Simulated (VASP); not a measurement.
A run of VASP 6.6.1:

Contents of INCAR:

```
PREC = Accurate ; ENCUT = 520
EDIFF = 1E-6 ; ISMEAR = -1
SIGMA = 0.05 ; LREAL = Auto
LASPH = True ; NELM = 60
ALGO = Normal ; ISIF = 2
LWAVE = False ; LCHARG = False
NBANDS = 74
```

The input KPOINTS:

```
regular mesh
0
Gamma
  2 2 2
```

File POSCAR:

```
Na16F
1.0
    8.4600000000      0.0000000000      0.0000000000
    0.0000000000      8.4600000000      0.0000000000
    0.0000000000      0.0000000000      8.4600000000
Na F
16 1
Direct
   -0.0091176777     -0.0001088313     -0.0322227401
    0.5310463346     -0.0001190365      0.0204092246
    0.0063153720      0.4998676567     -0.0143229797
   -0.0092178566     -0.0001075038      0.5315058218
    0.2442668745      0.2359628497      0.2494586979
    0.4846502883      0.4998999034      0.0172189364
    0.5306794659     -0.0001194191      0.4789327346
    0.7664902004      0.2674547021      0.2495437726
    0.0063769643      0.4998732831      0.5133634809
    0.2442413094      0.7638039561      0.2494664734
    0.2599168850      0.2180673145      0.7495500071
    0.4845367489      0.4999056432      0.4817936031
    0.7665279264      0.7323061994      0.2495509547
    0.7197149508      0.2704312193      0.7495399850
    0.2599391664      0.7817657406      0.7495504731
    0.7198010461      0.7293964701      0.7495379808
    0.1254292014     -0.0001011475      0.7495529738
```

Potentials or basis: VASP PAW LDA potentials, release 64 (Na_pv, F).

Command:

```sh
$ cat potpaw_LDA.64/Na_pv/POTCAR potpaw_LDA.64/F/POTCAR > POTCAR
$ mpirun -np 1 vasp_std > vasp.out
```

Hardware: 1 thread of Intel(R) Xeon(R) Platinum 8488C (Sapphire Rapids), with other jobs on the host.

Q: How long does it take, and how much memory?

A: Wall time 4 min on 1 thread of Intel(R) Xeon(R) Platinum 8488C (Sapphire Rapids) (shared host), peak memory 0.54 GiB. Counts: scf iterations 14, k points 8.
